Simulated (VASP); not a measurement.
AlN:

```
Al N
1.0
     3.08862    0.00000    0.00000
    -1.54431    2.67482    0.00000
     0.00000    0.00000    4.74580
Al N
2 2
Cartesian
  0.0000 1.7832 0.0072
  1.5443 0.8916 2.3801
  0.0000 1.7832 1.8199
  1.5443 0.8916 4.1928
```

| Property | Result |
| --- | --- |
| Program | VASP 6.6.1 |
| Task | relaxation of the atoms |
| Functional | LDA |
| Potentials or basis | VASP PAW LDA potentials, release 64 (Al, N) |
| Cutoff | 520 eV |
| k mesh | 9 × 9 × 6 |
| Occupations | gaussian, width 0.05 eV |
| Spin | no spin polarisation |

At the start: pressure 10.2 GPa; volume 9.80 Å³/atom.

Question: How do energy, volume and symmetry change on relaxing?

Answer: Over 3 steps the energy falls by 8.4 meV/atom; space group P6_3mc (No. 186, to 0.05 Å).

The path:
| step | energy change (eV) | largest force (eV/Å) | pressure (GPa) |
| --- | --- | --- | --- |
| 1 | 0.0000 | 0.7542 | 10.16 |
| 2 | -0.0247 | 0.3330 | 8.96 |
| 3 | -0.0336 | 0.0009 | 9.23 |

Final structure:
```yaml
crystal:
  lattice:
    - [3.08862, 0.00000, 0.00000]
    - [-1.54431, 2.67482, 0.00000]
    - [0.00000, 0.00000, 4.74580]
  atoms:
    - { symbol: Al, position: [0.33333, 0.66667, 0.99660] }
    - { symbol: Al, position: [0.66667, 0.33333, 0.49660] }
    - { symbol: N, position: [0.33333, 0.66667, 0.38840] }
    - { symbol: N, position: [0.66667, 0.33333, 0.88840] }
```
